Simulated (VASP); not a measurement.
# Hg (P6_3/mmc) in VASP: notebook, part 2 of 2

VASP 6.6.1. The steps go on from the part before.

### Step 3. Single point, PBEsol+D3(BJ)

This run uses another cell than the first one, of 24.29 Å³/atom.

Input file INCAR:

```
PREC = Accurate ; ENCUT = 520
EDIFF = 1E-6 ; ISMEAR = 0
SIGMA = 0.15 ; LREAL = F
LASPH = T ; NELM = 80
ALGO = Fast ; ISIF = 2
LWAVE = F ; LCHARG = T
GGA = PS ; IVDW = 12
LELF = T ; LVHAR = T
NBANDS = 19
```

Input file KPOINTS:

```
regular mesh
0
Gamma
  18 18 10
```

Input file POSCAR:

```
Hg
1.0
    3.1146000000      0.0000000000      0.0000000000
   -1.5573000000      2.6973227226      0.0000000000
    0.0000000000      0.0000000000      5.7834000000
Hg
2
Direct
    0.6666666667      0.3333333333      0.7500000000
    0.3333333333      0.6666666667      0.2500000000
```

Potentials or basis: VASP PAW PBE potentials, release 64 (Hg).

Started as:

```
$ cat potpaw_PBE.64/Hg/POTCAR > POTCAR
$ mpirun -np 1 vasp_std > vasp.out
```

It took 2.5 min on 1 thread of Oxide Virtual Turin-like, shared host; peak memory 0.26 GiB.

It converged, with:

- Free energy: -1.8890 eV
- Pressure: -3.3 GPa
- Band gap on the k mesh: zero (bands 12 and 13 overlap by 2.21 eV)
- Dispersion energy per atom: -0.410 eV

Stress tensor (GPa, compression positive):
```
-2.78  0.00  0.00
 0.00 -2.78  0.00
 0.00  0.00 -4.44
```

Levels at points of the mesh, in eV from the Fermi level:
| k point | band 8 | band 9 | band 10 | band 11 | band 12 | band 13 | band 14 | band 15 | band 16 | band 17 |
| --- | --- | --- | --- | --- | --- | --- | --- | --- | --- | --- |
| (0.00, 0.00, 0.00) | -6.13 | -6.13 | -5.77 | -5.77 | -2.82 | -1.92 | 10.86 | 13.95 | 14.32 | 14.32 |
| (0.50, 0.00, 0.00) | -5.79 | -5.45 | -5.42 | -1.66 | -1.65 | 2.01 | 2.09 | 3.88 | 6.68 | 8.28 |
| (0.00, 0.00, 0.50) | -6.44 | -5.92 | -5.92 | -5.92 | -5.92 | 4.40 | 4.40 | 14.25 | 14.25 | 15.14 |
| (0.50, 0.00, 0.50) | -5.80 | -5.43 | -5.43 | -0.85 | -0.85 | -0.20 | -0.20 | 8.25 | 8.25 | 9.96 |

Caveat: the cell stands under tension; the PAW data sets were made with another functional, which shifts forces and pressure a little; spin-orbit coupling is left out, which moves the levels of the heavy elements.

### Step 4. Single point, PBEsol+D3(BJ)

This run uses another cell than the first one, of 24.28 Å³/atom.

Input file INCAR:

```
PREC     = Accurate       # precision mode
ENCUT    = 520            # plane-wave cutoff, eV
EDIFF    = 1E-7           # SCF threshold, eV
ISMEAR   = 0              # smearing method
SIGMA    = 0.15           # smearing width, eV
LREAL    = F              # projectors in reciprocal space
LASPH    = T              # aspherical terms in the spheres
NELM     = 60             # most SCF steps
ALGO     = Fast           # electronic algorithm
ISIF     = 2              # what is computed and relaxed
LWAVE    = F              # write WAVECAR
LCHARG   = F              # write CHGCAR
GGA      = PS             # functional
IVDW     = 12             # dispersion correction
NBANDS   = 19             # bands
```

KPOINTS is that of step 3.

Input file POSCAR:

```
Hg
1.0
    3.2723000000      0.0000000000      0.0000000000
   -1.6361500000      2.8338949288      0.0000000000
    0.0000000000      0.0000000000      5.2374000000
Hg
2
Direct
    0.6666666667      0.3333333333      0.7500000000
    0.3333333333      0.6666666667      0.2500000000
```

Potentials or basis: VASP PAW PBE potentials, release 64 (Hg).

Started as:

```
$ cat potpaw_PBE.64/Hg/POTCAR > POTCAR
$ mpirun -np 1 vasp_std > vasp.out
```

OUTCAR:

```text
PREC = Accurate
   ENCUT = 520
   EDIFF = 1E-7
   ISMEAR = 0
   LREAL = F
   LASPH = T
   NELM = 60
   ISIF = 2
   GGA = PS
   IVDW = 12
 IVDW          = 12

 ion  position               nearest neighbor table
   1  0.667  0.333  0.750-   2 3.23   2 3.23   2 3.23   2 3.23   2 3.23   2 3.23
   2  0.333  0.667  0.250-   1 3.23   1 3.23   1 3.23   1 3.23   1 3.23   1 3.23

  LATTYP: Found a hexagonal cell.
 ALAT       =     3.2723000000
 C/A-ratio  =     1.6005256242

  Lattice vectors:

[... 719 lines left out ...]

 Edisp (eV)   -0.82030

 E8    (eV) :    -0.5561

  FORCE on cell =-STRESS in cart. coord.  units (eV):
  Direction    XX          YY          ZZ          XY          YZ          ZX
  --------------------------------------------------------------------------------------
  -------------------------------------------------------------------------------------
  Total      -0.91605    -0.91605    -1.02095     0.00000     0.00000     0.00000
  in kB     -30.21864   -30.21864   -33.67939     0.00000     0.00000     0.00000
  external pressure =      -31.37 kB  Pullay stress =        0.00 kB

 VOLUME and BASIS-vectors are now :
 -----------------------------------------------------------------------------
  energy-cutoff  :      520.00
  volume of cell :       48.57
      direct lattice vectors                 reciprocal lattice vectors
     3.272300000  0.000000000  0.000000000     0.305595453  0.176435617  0.000000000
    -1.636150000  2.833894929  0.000000000     0.000000000  0.352871234  0.000000000
     0.000000000  0.000000000  5.237400000     0.000000000  0.000000000  0.190934433

 POSITION                                       TOTAL-FORCE (eV/Angst)
 -----------------------------------------------------------------------------------
      1.63615      0.94463      3.92805        -0.000000     -0.000000      0.000000
     -0.00000      1.88926      1.30935         0.000000      0.000000      0.000000
 -----------------------------------------------------------------------------------
    total drift:                               -0.000000      0.000000     -0.000000

  FREE ENERGIE OF THE ION-ELECTRON SYSTEM (eV)
  ---------------------------------------------------
  free  energy   TOTEN  =        -1.9118607145 eV

  energy  without entropy=       -1.9051314654  energy(sigma->0) =       -1.90849609
```

stdout:

```text
POSCAR found type information on POSCAR Hg
 POSCAR found :  1 types and       2 ions
 scaLAPACK will be used
 -----------------------------------------------------------------------------
|                                                                             |
|                                                                             |
|     You enforced a specific xc type in the INCAR file but a different       |
|     I HOPE YOU KNOW WHAT YOU ARE DOING!                                     |
|                                                                             |
 -----------------------------------------------------------------------------

 LDA part: xc-table for (Slater+PW92), standard interpolation
 POSCAR, INCAR and KPOINTS ok, starting setup
 FFT: planning ... GRIDC
 FFT: planning ... GRID_SOFT
 FFT: planning ... GRID
 WAVECAR not read
 entering main loop
```

Wall time 1.7 min (1 thread of Oxide Virtual Turin-like, shared host); peak memory 0.26 GiB.

What came out:

```
Free energy                : -1.9119 eV
Pressure                   : -3.1 GPa
Band gap on the k mesh     : zero (bands 12 and 13 overlap by 1.43 eV)
Dispersion energy per atom : -0.410 eV
```

Stress tensor (GPa, compression positive):
```
-3.02  0.00  0.00
 0.00 -3.02  0.00
 0.00  0.00 -3.37
```

Caveat: the cell stands under tension; the PAW data sets were made with another functional, which shifts forces and pressure a little; spin-orbit coupling is left out, which moves the levels of the heavy elements.

### Step 5. Overview

| cell | further INCAR settings | gap on the mesh (eV) | pressure (GPa) |
| --- | --- | --- | --- |
| a = 3.154, b = 3.154, c = 5.601 Å, angles 90.0, 90.0, 120.0°, 2 atoms | ALGO = Fast; EDIFF = 1e-06; NBANDS = 19 | none | -3.3 |
| a = 3.115, b = 3.115, c = 5.783 Å, angles 90.0, 90.0, 120.0°, 2 atoms | ALGO = Fast; EDIFF = 1e-06; NBANDS = 19 | none | -3.3 |
| a = 3.272, b = 3.272, c = 5.237 Å, angles 90.0, 90.0, 120.0°, 2 atoms | ALGO = Fast; EDIFF = 1e-07; NBANDS = 19 | none | -3.1 |

Alike in all rows: task single point; level PBEsol+D3(BJ); potentials or basis VASP PAW PBE potentials, release 64 (Hg); no spin polarisation; k mesh 18 × 18 × 10; cutoff (eV) 520; smearing gaussian 0.15 eV.

Caveats: the cell stands under tension; the PAW data sets were made with another functional, which shifts forces and pressure a little; spin-orbit coupling is left out, which moves the levels of the heavy elements.

Total energies depend on the potentials used, so only differences within one code and one set of settings carry meaning.
